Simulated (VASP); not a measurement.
## Ni: single point with PBE

The system is Ni.

```
CELL_PARAMETERS angstrom
0.00000 2.55012 2.55012
2.55012 0.00000 2.55012
2.55012 2.55012 0.00000
ATOMIC_POSITIONS crystal
Ni 0.12500 0.12500 0.12500
Ni 0.87500 0.87500 0.87500
```

| Item | Value |
| --- | --- |
| Program | VASP 6.6.1 |
| Task | single point |
| Functional | PBE |
| Potentials or basis | VASP PAW PBE potentials, release 64 (Ni) |
| Cutoff | 520 eV |
| k mesh | 17 × 17 × 17 |
| Occupations | fermi-dirac, width 0.05 eV |
| Spin | collinear spin, ferromagnetic start |
| Starting moments | [0.845, 0.845] μB |

- Pressure: 0.2 GPa
- Net moment: 1.58 μB per cell
- Site moments: Ni +0.80 μB
- Valence electrons inside the program's atomic spheres: Ni 9.21

Levels at points of the mesh, in eV from the Fermi level:
Spin up:
```tsv
k point	band 9	band 10	band 11	band 12	band 13	band 14
(0.00, 0.00, 0.00)	-1.72	-0.78	-0.78	11.60	11.60	11.60
```
Spin down:
```csv
k point,band 5,band 6,band 7,band 8,band 9,band 10,band 11,band 12,band 13,band 14
"(0.00, 0.00, 0.00)",-2.38,-2.38,-0.88,-0.88,-0.88,0.12,0.12,11.76,11.76,11.76
```

Run time: 2.9 min on 1 thread of Intel Xeon 6975P-C (shared host), peak memory 0.28 GiB.
